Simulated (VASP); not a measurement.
A run of VASP 6.6.1 is set up as follows.

The input INCAR:

```
ALGO = Normal
EDIFF = 1E-6
ENCUT = 750
GGA = PE
GGA_COMPAT = False
ISIF = 2
ISMEAR = 0
LASPH = True
LCHARG = False
LREAL = False
LWAVE = False
NBANDS = 13
NELM = 120
PREC = Accurate
SIGMA = 0.1
```

KPOINTS

```
k-points
0
Gamma
  2 2 2
```

POSCAR

```
Li2O
1.0
    0.0000000000      2.3268543819      2.3268543819
    2.3268543819      0.0000000000      2.3268543819
    2.3268543819      2.3268543819      0.0000000000
Li O
2 1
Direct
    0.7500000000      0.7500000000      0.7500000000
    0.2500000000      0.2500000000      0.2500000000
    0.0000000000      0.0000000000      0.0000000000
```

Potentials or basis: VASP PAW PBE potentials, release 64 (Li_sv, O).

The run is started by

```bash
$ cat potpaw_PBE.64/Li_sv/POTCAR potpaw_PBE.64/O/POTCAR > POTCAR
$ mpirun -np 1 vasp_std > vasp.out
```

(1) Predict the pressure.

(2) What does it give for the band gap on the k mesh?

Answers

(1) 0.6 GPa.

(2) 4.75 eV, indirect (least direct gap 4.96 eV).

Caveat: the k points lie up to 1.17 Å⁻¹ apart.
